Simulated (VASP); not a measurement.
# MgO in VASP: further runs

Runs on MgO. Level: LDA. Tasks: single point.

All numbers are computed with VASP 6.6.1; they aren't measurements. Logs are shortened: lines on timing, memory, paths and dates and some standing lists are left out, and cuts for length are marked.

## (1) The cell of the first run

It takes space group P-6m2 (No. 187, hexagonal). The conventional cell has a = 2.938 Å, b = 2.938 Å, c = 2.680 Å, α = 90.00°, β = 90.00°, γ = 120.00°. Mg (site symmetry -6m2) has 6 O at 2.16 Å and 2 Mg at 2.68 Å within 2.9 Å. O (site symmetry -6m2) has 6 Mg at 2.16 Å and 2 O at 2.68 Å within 2.9 Å.

## (2) Single point, LDA

INCAR reads:

```
PREC = Accurate ; ENCUT = 520
EDIFF = 1E-6 ; ISMEAR = 0
SIGMA = 0.02 ; LREAL = F
LASPH = T ; NELM = 80
ALGO = Normal ; ISIF = 2
LWAVE = F ; LCHARG = T
LELF = T ; LVHAR = T
NBANDS = 11
```

KPOINTS reads:

```
Automatic mesh
0
Gamma
  12 12 8
```

POSCAR reads:

```
MgO
1.0
    2.9380210000      0.0000000000      0.0000000000
   -1.4690100000      2.5444010000      0.0000000000
    0.0000000000      0.0000000000      2.6796800000
Mg O
1 1
Direct
    0.0000000000      0.0000000000      0.0000000000
    0.3333333333      0.6666666667      0.5000000000
```

Potentials or basis: VASP PAW LDA potentials, release 64 (Mg, O).

On the command line:

```
cat potpaw_LDA.64/Mg/POTCAR potpaw_LDA.64/O/POTCAR > POTCAR
mpirun -np 1 vasp_std > vasp.out
```

OUTCAR:

```text
PREC = Accurate
   ENCUT = 520
   EDIFF = 1E-6
   ISMEAR = 0
   LREAL = F
   LASPH = T
   NELM = 80
   ISIF = 2

 ion  position               nearest neighbor table
   1  0.000  0.000  0.000-   2 2.16   2 2.16   2 2.16   2 2.16   2 2.16   2 2.16
   2  0.333  0.667  0.500-   1 2.16   1 2.16   1 2.16   1 2.16   1 2.16   1 2.16

  LATTYP: Found a hexagonal cell.
 ALAT       =     2.9380210000
 C/A-ratio  =     0.9120697231

  Lattice vectors:

 A1 = (   2.9380210000,   0.0000000000,   0.0000000000)
 A2 = (  -1.4690100000,   2.5444010000,   0.0000000000)
 A3 = (   0.0000000000,   0.0000000000,   2.6796800000)

Analysis of symmetry for initial positions (statically):
[... 9 lines left out ...]
 out of a pool of 24 trial point group operations.

The static configuration has the point symmetry D_3h.

Analysis of symmetry for dynamics (positions and initial velocities):
[... 9 lines left out ...]
 out of a pool of 24 trial point group operations.

The dynamic configuration has the point symmetry D_3h.

 Subroutine INISYM returns: Found 12 space group operations
[... 5 lines left out ...]
                                     Primitive cell

  volume of cell :      20.0320

  direct lattice vectors                    reciprocal lattice vectors
     2.938021000  0.000000000  0.000000000     0.340365164  0.196509839  0.000000000
    -1.469010000  2.544401000  0.000000000     0.000000000  0.393019811  0.000000000
     0.000000000  0.000000000  2.679680000     0.000000000  0.000000000  0.373178887

  length of vectors
     2.938021000  2.938020903  2.679680000     0.393019798  0.393019811  0.373178887

  position of ions in fractional coordinates (direct lattice)
     0.000000000  0.000000000  0.000000000
     0.333333333  0.666666667  0.500000000

  ion indices of the primitive-cell ions
   primitive index   ion index
                 1           1
                 2           2

----------------------------------------------------------------------------------------

 KPOINTS: Automatic mesh

Automatic generation of k-mesh.
 Grid dimensions read from file:
 generate k-points for:   12   12    8

 Generating k-lattice:

  Cartesian coordinates                     Fractional coordinates (reciprocal lattice)
     0.028363764  0.016375820  0.000000000     0.083333333  0.000000000  0.000000000
[... 61 lines left out ...]
   EDIFFG = 0.1E-04   stopping-criterion for IOM
   NSW    =      0    number of steps for IOM
   IBRION =     -1    ionic relax: 0-MD 1-quasi-New 2-CG
   NFREE  =      0    steps in history (QN), initial steepest desc. (CG)
   ISIF   =      2    stress and relaxation
   ISYM   =      2    0-nonsym 1-usesym 2-fastsym
   POTIM  = 0.5000    time-step for ionic-motion
   TEBEG  =    0.0;   TEEND  =   0.0 temperature during run
   PSTRESS=    0.0 pullay stress
   NELECT =       8.0000    total number of electrons
   NUPDOWN=      -1.0000    fix difference up-down
   EMIN   =  10.00;   EMAX   =-10.00  energy-range for DOS
   EFERMI =   0.00;   METHOD = LEGACY
   ISMEAR =     0;   SIGMA  =   0.02  broadening in eV -4-tet -1-fermi 0-gaus
   EFERMI_NEDOS =   21; number of points for ismear=-14 and -15
   IALGO  =     38    algorithm
   IMIX   =      4    mixing-type and parameters
     AMIX     =   0.40;   BMIX     =  1.00
     AMIX_MAG =   1.60;   BMIX_MAG =  1.00
  volume/ion in A,a.u.               =      10.02        67.59
  Fermi-wavevector in a.u.,A,eV,Ry     =   1.205583  2.278221 19.775113  1.453430
  Thomas-Fermi vector in A             =   2.341275
   LORBIT       =      0    0 simple, 1 ext, 2 COOP (PROOUT), +10 PAW based schemes
   GGA     = CA    functional components
   LHFCALC =     F    Hartree Fock is set to
   AEXX    =    0.0000 exact exchange contribution
   IVDW    =     0    specifies the selected vdW correction
   LEPSILON=     F    determine dielectric tensor
   LRPA    =     F    only Hartree local field effects (RPA)
 non-spin polarized calculation
 Gauss-broadening in eV      SIGMA  =   0.02
  energy-cutoff  :      520.00
  volume of cell :       20.03
 maximum number of plane-waves:       562
 NGX is ok and might be reduce to    24
   NGX = 11   NGY = 11   NGZ =  9

 number of electron       7.9999996 magnetization

 Free energy of the ion-electron system (eV)
  ---------------------------------------------------
  ext. energy  EPLUGINS =         0.00000000
  ---------------------------------------------------
  free energy    TOTEN  =       -12.67581228 eV

  energy without entropy =      -12.67581228  energy(sigma->0) =      -12.67581228

 E-fermi :   3.1531     XC(G=0): -11.2317

 val. band max:        2.9883205448   @ k =   0.3333   0.3333   0.0000
 cond. band min:       5.9331510775   @ k =   0.0000   0.0000   0.0000
 fundamental gap:      2.9448305327
 Fermi energy:         3.1530865264

 k-point     1 :       0.0000    0.0000    0.0000
  band No.  band energies     occupation
      1     -14.1746      2.00000
      2       2.3830      2.00000
      3       2.3830      2.00000
      4       2.5799      2.00000
      5       5.9332      0.00000
      6      14.6161      0.00000
      7      18.2820      0.00000
      8      18.2820      0.00000
      9      22.6216      0.00000
     10      23.5514      0.00000
     11      25.1488      0.00000
[... 309 lines left out ...]
 k-point    24 :       0.3333    0.0000    0.1250
  band No.  band energies     occupation
      1     -13.2764      2.00000
      2      -0.9606      2.00000
      3       1.8965      2.00000
      4       2.0970      2.00000
      5       9.3356      0.00000
      6      13.3154      0.00000
      7      16.9287      0.00000
      8      19.8852      0.00000
      9      19.9054      0.00000
     10      25.9053      0.00000
     11      26.3588      0.00000

 [... further k-points ...]

------------------------ aborting loop because EDIFF is reached ----------------------------------------

  FORCE on cell =-STRESS in cart. coord.  units (eV):
  Direction    XX          YY          ZZ          XY          YZ          ZX
  --------------------------------------------------------------------------------------
  -------------------------------------------------------------------------------------
  Total       -1.3052271     -1.3052273     -1.5030976     -0.0000003     -0.0000000      0.0000000
  in kB     -104.3934566   -104.3934712   -120.2193492     -0.0000205     -0.0000000      0.0000000
  external PRESSURE =    -109.6687590 kB  Pullay stress =       0.0000000 kB

 VOLUME and BASIS-vectors are now :
 -----------------------------------------------------------------------------
  energy-cutoff  :      520.00
  volume of cell :       20.03
      direct lattice vectors                 reciprocal lattice vectors
     2.938021000  0.000000000  0.000000000     0.340365164  0.196509839  0.000000000
    -1.469010000  2.544401000  0.000000000     0.000000000  0.393019811  0.000000000
     0.000000000  0.000000000  2.679680000     0.000000000  0.000000000  0.373178887

 POSITION                                       TOTAL-FORCE (eV/Angst)
 -----------------------------------------------------------------------------------
      0.00000      0.00000      0.00000         0.000000      0.000000      0.000000
      0.00000      1.69627      1.33984        -0.000000     -0.000000      0.000000
 -----------------------------------------------------------------------------------
    total drift:                                0.000009     -0.000003     -0.000000

  FREE ENERGIE OF THE ION-ELECTRON SYSTEM (eV)
  ---------------------------------------------------
  free  energy   TOTEN  =       -12.6758122763 eV

  energy  without entropy=      -12.6758122763  energy(sigma->0) =      -12.67581228
```

OSZICAR:

```text
N       E                     dE             d eps       ncg     rms          rms(c)
DAV:   1     0.127220342244E+02    0.12722E+02   -0.46539E+03  2386   0.645E+02
DAV:   2    -0.138112552528E+02   -0.26533E+02   -0.25764E+02  2423   0.133E+02
DAV:   3    -0.144239769553E+02   -0.61272E+00   -0.61222E+00  2521   0.176E+01
DAV:   4    -0.144255110069E+02   -0.15341E-02   -0.15340E-02  2305   0.102E+00
DAV:   5    -0.144255159522E+02   -0.49453E-05   -0.49453E-05  2482   0.538E-02    0.718E+00
DAV:   6    -0.127716835247E+02    0.16538E+01   -0.98441E+00  2108   0.165E+01    0.245E+00
DAV:   7    -0.127115496711E+02    0.60134E-01   -0.10379E-01  2302   0.262E+00    0.134E+00
DAV:   8    -0.126764727898E+02    0.35077E-01   -0.53397E-02  2129   0.210E+00    0.266E-01
DAV:   9    -0.126761164315E+02    0.35636E-03   -0.29752E-04  2474   0.131E-01    0.192E-01
DAV:  10    -0.126758153431E+02    0.30109E-03   -0.62853E-04  2186   0.227E-01    0.146E-02
DAV:  11    -0.126758123168E+02    0.30262E-05   -0.11859E-05  2401   0.170E-02    0.565E-03
DAV:  12    -0.126758122763E+02    0.40561E-07   -0.43880E-07  1213   0.443E-03
   1 F= -.12675812E+02 E0= -.12675812E+02  d E =-.655667E-34
```

stdout:

```text
POSCAR found type information on POSCAR MgO
 POSCAR found :  2 types and       2 ions
 scaLAPACK will be used
 LDA part: xc-table for (Slater(with rela. corr.)+CA(PZ))
 , standard interpolation
 POSCAR, INCAR and KPOINTS ok, starting setup
 FFT: planning ... GRIDC
 FFT: planning ... GRID_SOFT
 FFT: planning ... GRID
 WAVECAR not read
 entering main loop
```

Run time: 11 s. Hardware: 1 thread of Intel Xeon Platinum 8259CL at 2.50GHz (Skylake/Cascade Lake), shared host; peak memory 0.14 GiB.

What came out:

| Property | Result |
| --- | --- |
| Free energy | -12.6758 eV |
| Pressure | -11.0 GPa |
| Band gap on the k mesh | 2.94 eV, indirect (least direct gap 3.35 eV) |

Levels at points of the mesh, in eV from the valence-band top:
```csv
k point,band 1,band 2,band 3,band 4,band 5,band 6,band 7,band 8,band 9
"(0.00, 0.00, 0.00)",-17.16,-0.61,-0.61,-0.41,2.94,11.63,15.29,15.29,19.63
"(0.50, 0.00, 0.00)",-16.07,-4.95,-1.33,-0.05,6.44,10.36,12.88,17.49,18.60
"(0.00, 0.00, 0.50)",-16.04,-5.43,-0.09,-0.09,8.15,8.86,17.30,17.30,18.25
"(0.50, 0.00, 0.50)",-15.28,-3.76,-3.40,-0.83,5.62,11.21,13.71,14.63,14.92
```

A k mesh can miss the band edges.

## (3) Single point, LDA

INCAR reads:

```
SYSTEM = MgO
PREC = Accurate ; ENCUT = 520
EDIFF = 1E-6 ; ISMEAR = 0
SIGMA = 0.02 ; LREAL = .FALSE.
LASPH = .TRUE. ; NELM = 80
ALGO = Normal ; ISIF = 2
LWAVE = .FALSE. ; LCHARG = .TRUE.
GGA = CA ; LELF = .TRUE.
LVHAR = .TRUE. ; NBANDS = 11
```

KPOINTS reads:

```
regular mesh
0
G
  12 12 8
  0 0 0
```

POSCAR reads:

```
MgO
1.0
    2.9380210000     -0.0293802100      0.0000000000
   -1.4944540100      2.5590911000      0.0000000000
    0.0000000000      0.0000000000      2.6796800000
Mg O
1 1
Direct
    0.0000000000      0.0000000000      0.0000000000
    0.3333333333      0.6666666667      0.5000000000
```

Potentials or basis: VASP PAW LDA potentials, release 64 (Mg, O).

On the command line:

```
cat potpaw_LDA.64/Mg/POTCAR potpaw_LDA.64/O/POTCAR > POTCAR
mpirun -np 1 vasp_std > vasp.out
```

Run time: 35 s. Hardware: 1 thread of Intel Xeon Platinum 8259CL at 2.50GHz (Skylake/Cascade Lake), shared host; peak memory 0.2 GiB.

The run converged. Its results:

- Free energy: -12.6730 eV
- Pressure: -10.9 GPa
- Largest force: 0.013 eV/Å
- Band gap on the k mesh: 2.94 eV, indirect (least direct gap 3.35 eV)

Forces in eV/Å, atoms in the order of the input:
```
Mg  -0.013  0.003  0.000
O    0.013 -0.003  0.000
```

Stress tensor (GPa, compression positive):
```
-10.45   2.31   0.00
  2.31 -10.34   0.00
  0.00   0.00 -12.00
```

Levels at points of the mesh, in eV from the valence-band top:
| k point | band 1 | band 2 | band 3 | band 4 | band 5 | band 6 | band 7 | band 8 | band 9 |
| --- | --- | --- | --- | --- | --- | --- | --- | --- | --- |
| (0.00, 0.00, 0.00) | -17.16 | -0.66 | -0.55 | -0.41 | 2.94 | 11.62 | 15.07 | 15.53 | 19.64 |
| (0.50, 0.00, 0.00) | -16.05 | -4.91 | -1.42 | -0.04 | 6.33 | 10.44 | 12.91 | 17.29 | 18.69 |
| (0.00, 0.50, 0.00) | -16.07 | -4.95 | -1.33 | -0.05 | 6.44 | 10.35 | 12.88 | 17.49 | 18.60 |
| (0.50, 0.50, 0.00) | -16.10 | -4.99 | -1.23 | -0.06 | 6.55 | 10.27 | 12.85 | 17.70 | 18.52 |
| (0.00, 0.00, 0.50) | -16.04 | -5.43 | -0.13 | -0.05 | 8.14 | 8.86 | 17.05 | 17.56 | 18.07 |
| (0.50, 0.00, 0.50) | -15.26 | -3.73 | -3.38 | -0.91 | 5.71 | 11.03 | 13.66 | 14.63 | 14.78 |
| (0.00, 0.50, 0.50) | -15.28 | -3.76 | -3.40 | -0.83 | 5.62 | 11.21 | 13.71 | 14.63 | 14.93 |
| (0.50, 0.50, 0.50) | -15.31 | -3.79 | -3.41 | -0.75 | 5.53 | 11.39 | 13.75 | 14.48 | 15.23 |

## (4) Single point, LDA

INCAR reads:

```
SYSTEM = MgO
  PREC = Accurate
  ENCUT = 520
  EDIFF = 1E-6
  ISMEAR = 0
  SIGMA = 0.02
  LREAL = .False.
  LASPH = .True.
  NELM = 60
  ALGO = Normal
  ISIF = 2
  LWAVE = .False.
  LCHARG = .False.
  GGA = CA
  NBANDS = 11
```

KPOINTS reads:

```
regular mesh
0
Gamma
  12 12 8
  0 0 0
```

POSCAR reads:

```
MgO
1.0
    2.9380210000     -0.0146901050      0.0000000000
   -1.4817320050      2.5517460500      0.0000000000
    0.0000000000      0.0000000000      2.6796800000
Mg O
1 1
Direct
    0.0000000000      0.0000000000      0.0000000000
    0.3333333333      0.6666666667      0.5000000000
```

On the command line:

```
cat potpaw_LDA.64/Mg/POTCAR potpaw_LDA.64/O/POTCAR > POTCAR
mpirun -np 1 vasp_std > vasp.out
```

Wall time 34 s (1 thread of Intel Xeon Platinum 8259CL at 2.50GHz (Skylake/Cascade Lake), shared host); peak memory 0.2 GiB.

The run converged. Its results:

```
Free energy            : -12.6751 eV
Pressure               : -11.0 GPa
Largest force          : 0.006 eV/Å
Band gap on the k mesh : 2.94 eV, indirect (least direct gap 3.35 eV)
```

Forces on the atoms (eV/Å):
```
Mg  -0.006  0.001  0.000
O    0.006 -0.001  0.000
```

Stress tensor (GPa, compression positive):
```
-10.44   1.16   0.00
  1.16 -10.41   0.00
  0.00   0.00 -12.02
```

Levels at points of the mesh, in eV from the valence-band top:
| k point | band 1 | band 2 | band 3 | band 4 | band 5 | band 6 | band 7 | band 8 | band 9 |
| --- | --- | --- | --- | --- | --- | --- | --- | --- | --- |
| (0.00, 0.00, 0.00) | -17.16 | -0.63 | -0.58 | -0.41 | 2.94 | 11.63 | 15.18 | 15.41 | 19.63 |
| (0.50, 0.00, 0.00) | -16.06 | -4.93 | -1.38 | -0.04 | 6.38 | 10.40 | 12.89 | 17.39 | 18.64 |
| (0.00, 0.50, 0.00) | -16.07 | -4.95 | -1.33 | -0.05 | 6.44 | 10.36 | 12.88 | 17.49 | 18.60 |
| (0.50, 0.50, 0.00) | -16.09 | -4.97 | -1.28 | -0.06 | 6.50 | 10.31 | 12.87 | 17.59 | 18.56 |
| (0.00, 0.00, 0.50) | -16.04 | -5.43 | -0.11 | -0.07 | 8.15 | 8.86 | 17.17 | 17.43 | 18.16 |
| (0.50, 0.00, 0.50) | -15.27 | -3.74 | -3.39 | -0.87 | 5.66 | 11.12 | 13.69 | 14.71 | 14.77 |
| (0.00, 0.50, 0.50) | -15.28 | -3.76 | -3.40 | -0.83 | 5.62 | 11.21 | 13.71 | 14.63 | 14.92 |
| (0.50, 0.50, 0.50) | -15.30 | -3.77 | -3.40 | -0.79 | 5.58 | 11.30 | 13.73 | 14.56 | 15.07 |

A k mesh can miss the band edges.

## (5) Single point, LDA

INCAR reads:

```
  PREC = Accurate
  ENCUT = 520
  EDIFF = 1E-6
  ISMEAR = 0
  SIGMA = 0.02
  LREAL = F
  LASPH = T
  NELM = 100
  ALGO = Normal
  ISIF = 2
  LWAVE = F
  LCHARG = F
  NBANDS = 11
```

KPOINTS reads:

```
regular mesh
0
Gamma
  12 12 8
```

POSCAR reads:

```
MgO
1.0
    2.9380210000      0.0146901050      0.0000000000
   -1.4562879950      2.5370559500      0.0000000000
    0.0000000000      0.0000000000      2.6796800000
Mg O
1 1
Direct
    0.0000000000      0.0000000000      0.0000000000
    0.3333333333      0.6666666667      0.5000000000
```

On the command line:

```
cat potpaw_LDA.64/Mg/POTCAR potpaw_LDA.64/O/POTCAR > POTCAR
mpirun -np 1 vasp_std > vasp.out
```

It took 34 s on 1 thread of Intel Xeon Platinum 8259CL at 2.50GHz (Skylake/Cascade Lake), shared host; peak memory 0.19 GiB.

The run converged. Its results:

- Free energy: -12.6751 eV
- Pressure: -11.0 GPa
- Largest force: 0.006 eV/Å
- Band gap on the k mesh: 2.94 eV, indirect (least direct gap 3.35 eV)

Forces in eV/Å, atoms in the order of the input:
```
Mg   0.006  0.001  0.000
O   -0.006 -0.001  0.000
```

Stress tensor (GPa, compression positive):
```
-10.44  -1.16   0.00
 -1.16 -10.41   0.00
  0.00   0.00 -12.02
```

Levels at points of the mesh, in eV from the valence-band top:
```csv
k point,band 1,band 2,band 3,band 4,band 5,band 6,band 7,band 8
"(0.00, 0.00, 0.00)",-17.16,-0.63,-0.58,-0.41,2.94,11.63,15.18,15.41
"(0.50, 0.00, 0.00)",-16.09,-4.97,-1.28,-0.06,6.50,10.31,12.87,17.59
"(0.00, 0.50, 0.00)",-16.07,-4.95,-1.33,-0.05,6.44,10.36,12.88,17.49
"(0.50, 0.50, 0.00)",-16.06,-4.93,-1.38,-0.04,6.38,10.40,12.89,17.39
"(0.00, 0.00, 0.50)",-16.04,-5.43,-0.11,-0.07,8.15,8.86,17.17,17.43
"(0.50, 0.00, 0.50)",-15.30,-3.77,-3.40,-0.79,5.58,11.30,13.73,14.56
"(0.00, 0.50, 0.50)",-15.28,-3.76,-3.40,-0.83,5.62,11.21,13.71,14.63
"(0.50, 0.50, 0.50)",-15.27,-3.74,-3.39,-0.87,5.66,11.12,13.69,14.71
```

A k mesh can miss the band edges.

## (6) Single point, LDA

INCAR reads:

```
SYSTEM = MgO
  PREC = Accurate
  ENCUT = 520
  EDIFF = 1E-6
  ISMEAR = 0
  SIGMA = 0.02
  LREAL = .FALSE.
  LASPH = .TRUE.
  NELM = 60
  ALGO = Normal
  ISIF = 2
  LWAVE = .FALSE.
  LCHARG = .TRUE.
  GGA = CA
  LELF = .TRUE.
  LVHAR = .TRUE.
  NBANDS = 11
```

KPOINTS reads:

```
regular mesh
0
G
  12 12 8
  0 0 0
```

POSCAR reads:

```
MgO
1.0
    2.9380210000      0.0293802100      0.0000000000
   -1.4435659900      2.5297109000      0.0000000000
    0.0000000000      0.0000000000      2.6796800000
Mg O
1 1
Direct
    0.0000000000      0.0000000000      0.0000000000
    0.3333333333      0.6666666667      0.5000000000
```

Potentials or basis: VASP PAW LDA potentials, release 64 (Mg, O).

On the command line:

```
cat potpaw_LDA.64/Mg/POTCAR potpaw_LDA.64/O/POTCAR > POTCAR
mpirun -np 1 vasp_std > vasp.out
```

It took 35 s on 1 thread of Intel Xeon Platinum 8259CL at 2.50GHz (Skylake/Cascade Lake), shared host; peak memory 0.2 GiB.

Results (log left out):

```
Free energy            : -12.6730 eV
Pressure               : -10.9 GPa
Largest force          : 0.013 eV/Å
Band gap on the k mesh : 2.94 eV, indirect (least direct gap 3.35 eV)
```

Forces in eV/Å, atoms in the order of the input:
```
Mg   0.013  0.003  0.000
O   -0.013 -0.003  0.000
```

Stress tensor (GPa, compression positive):
```
-10.45  -2.31   0.00
 -2.31 -10.34   0.00
  0.00   0.00 -12.00
```

Levels at points of the mesh, in eV from the valence-band top:
```csv
k point,band 2,band 3,band 4,band 5,band 6,band 7
"(0.00, 0.00, 0.00)",-0.66,-0.55,-0.41,2.94,11.62,15.07
"(0.50, 0.00, 0.00)",-4.99,-1.23,-0.06,6.55,10.27,12.85
"(0.00, 0.50, 0.00)",-4.95,-1.33,-0.05,6.44,10.35,12.88
"(0.50, 0.50, 0.00)",-4.91,-1.42,-0.04,6.33,10.44,12.91
"(0.00, 0.00, 0.50)",-5.43,-0.13,-0.05,8.14,8.86,17.05
"(0.50, 0.00, 0.50)",-3.79,-3.41,-0.75,5.53,11.39,13.75
"(0.00, 0.50, 0.50)",-3.76,-3.40,-0.83,5.62,11.21,13.71
"(0.50, 0.50, 0.50)",-3.73,-3.38,-0.91,5.71,11.03,13.66
```

## (7) The runs side by side

| cell | gap on the mesh (eV) | pressure (GPa) | largest force (eV/Å) |
| --- | --- | --- | --- |
| a = 2.938, b = 2.938, c = 2.680 Å, angles 90.0, 90.0, 120.0°, 2 atoms | 2.94 | -11.0 | - |
| a = 2.938, b = 2.964, c = 2.680 Å, angles 90.0, 90.0, 120.9°, 2 atoms | 2.94 | -10.9 | 0.01 |
| a = 2.938, b = 2.951, c = 2.680 Å, angles 90.0, 90.0, 120.4°, 2 atoms | 2.94 | -11.0 | 0.01 |
| a = 2.938, b = 2.925, c = 2.680 Å, angles 90.0, 90.0, 119.6°, 2 atoms | 2.94 | -11.0 | 0.01 |
| a = 2.938, b = 2.913, c = 2.680 Å, angles 90.0, 90.0, 119.1°, 2 atoms | 2.94 | -10.9 | 0.01 |

Alike in all rows: task single point; level LDA; potentials or basis VASP PAW LDA potentials, release 64 (Mg, O); no spin polarisation; k mesh 12 × 12 × 8; cutoff (eV) 520; smearing gaussian 0.02 eV.

Total energies depend on the potentials used, so only differences within one code and one set of settings carry meaning.
